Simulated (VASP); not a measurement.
Runs of VASP 6.6.1 on Si. The structure is that of space group Ibca (No. 73), or close to it. The cells are those of the table. 

| cell | gap on the mesh (eV) | pressure (GPa) | largest force (eV/Å) |
| --- | --- | --- | --- |
| a = 5.665 Å, angles 110.6, 110.6, 107.3°, 8 atoms | none | 5.9 | 0.40 |
| a = 5.665 Å, angles 108.4, 108.4, 111.6°, 8 atoms | none | (a) | 0.41 |
| a = 5.617 Å, angles 107.4, 107.4, 113.7°, 8 atoms | none | (b) | 0.83 |
| a = 5.627 Å, angles 112.9, 112.9, 102.8°, 8 atoms | none | 9.8 | 1.11 |
| a = 5.734 Å, angles 112.9, 112.9, 102.8°, 8 atoms | none | 3.1 | 0.79 |

Alike in all rows: task single point; level PBE; potentials or basis VASP PAW PBE potentials, release 64 (Si); no spin polarisation; k mesh 10 × 10 × 10; cutoff (eV) 520; smearing gaussian 0.15 eV.

Problem. Estimate the missing entries.

Solution. (a) 5.8; (b) 9.6.

Caveats: semilocal functionals underestimate gaps, and a narrow one can read as zero; the stress differs along the axes, from 1 to 8 GPa (at least some runs); the stress differs along the axes, from 4 to 10 GPa (at least some runs); the stress differs along the axes, from 5 to 18 GPa (at least some runs); the stress differs along the axes, from -3 to 17 GPa (at least some runs); forces of over 1 eV/Å act on the atoms, so gaps and moduli don't describe the material at rest (at least some runs); the stress differs along the axes, from -9 to 10 GPa (at least some runs).

A gap of «none» marks levels without a gap at the run's occupations.
